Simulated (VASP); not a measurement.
**AlN: single point with LDA**

Crystal: AlN.

```xyz
2
Lattice="0.0000 2.0040 2.0040 2.0040 0.0000 2.0040 2.0040 2.0040 0.0000" Properties=species:S:1:pos:R:3 pbc="T T T"
Al    0.0000    0.0000    0.0000
N     2.0040    2.0040    2.0040
```

This cell differs from its parent crystal: volume scaled by 1.04.

```
Program                : VASP 6.6.1
Task                   : single point
Functional             : LDA
Potentials or basis    : VASP PAW LDA potentials, release 64 (Al, N)
Cutoff                 : 520 eV
k mesh                 : 12 × 12 × 12
Occupations            : fermi-dirac, width 0.01 eV
Spin                   : no spin polarisation
Dipole correction      : no
Further INCAR settings : ALGO = Normal; EDIFF = 1e-06; NBANDS = 11
```

```yaml
Pressure: 1.3 GPa
Band_gap_on_the_k_mesh: 4.71 eV, indirect (least direct gap 6.16 eV)
```

Levels at points of the mesh, in eV from the valence-band top:
| k point | band 2 | band 3 | band 4 | band 5 | band 6 | band 7 |
| --- | --- | --- | --- | --- | --- | --- |
| (0.00, 0.00, 0.00) | 0.00 | 0.00 | 0.00 | 6.16 | 12.10 | 12.10 |
| (0.50, 0.00, 0.00) | -8.52 | -1.13 | -1.13 | 6.29 | 11.02 | 11.02 |
| (0.50, 0.50, 0.00) | -7.59 | -2.88 | -2.88 | 4.71 | 5.15 | 14.21 |

It took 17 s on 1 thread of Intel Xeon 6975P-C (shared host), peak memory 0.13 GiB.

 A k mesh can miss the band edges.
